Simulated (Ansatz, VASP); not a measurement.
One calculation of InSbO4, two programs

```
In Sb O
1.0
     3.89669    0.00000    0.00000
    -1.94835    3.37463    0.00000
     0.00000    0.00000    8.54959
In Sb O
1 1 4
Direct
  0.00000 0.00000 0.50000
  0.00000 0.00000 0.00000
  0.33333 0.66667 0.50000
  0.66667 0.33333 0.50000
  0.33333 0.66667 0.00000
  0.66667 0.33333 0.00000
```

Alike in both runs: functional PBE; k mesh 6 × 6 × 4; occupations gaussian, width 0.1 eV; no spin polarisation.

Ansatz relaxed the structure, and its values are those at the end. VASP's run is a single point on that final structure, the one shown.

|  | VASP | Ansatz |
| --- | --- | --- |
| version | VASP 6.6.1 | Ansatz 0.2.0 |
| potentials or method | VASP PAW PBE potentials, release 64 (In_d, Sb, O), cutoff 520 eV | scalar-relativistic, plane waves, PAW |
| valence electrons in the cell | 42 | 52 |

VASP gave:

| Property | Result |
| --- | --- |
| gap on the k mesh at the Fermi level (eV) | none |
| pressure (GPa) | -0.3 |

Question: Estimate Ansatz's values.

Answer: gap on the k mesh at the Fermi level (eV): none; pressure (GPa): 0.0.

A gap of «none» marks a metal or a gap that the smearing closes. VASP's potentials hold 42 valence electrons a cell and Ansatz's 52, so a difference there can come from the potentials and not from the codes.

Neither program's run includes spin-orbit coupling.
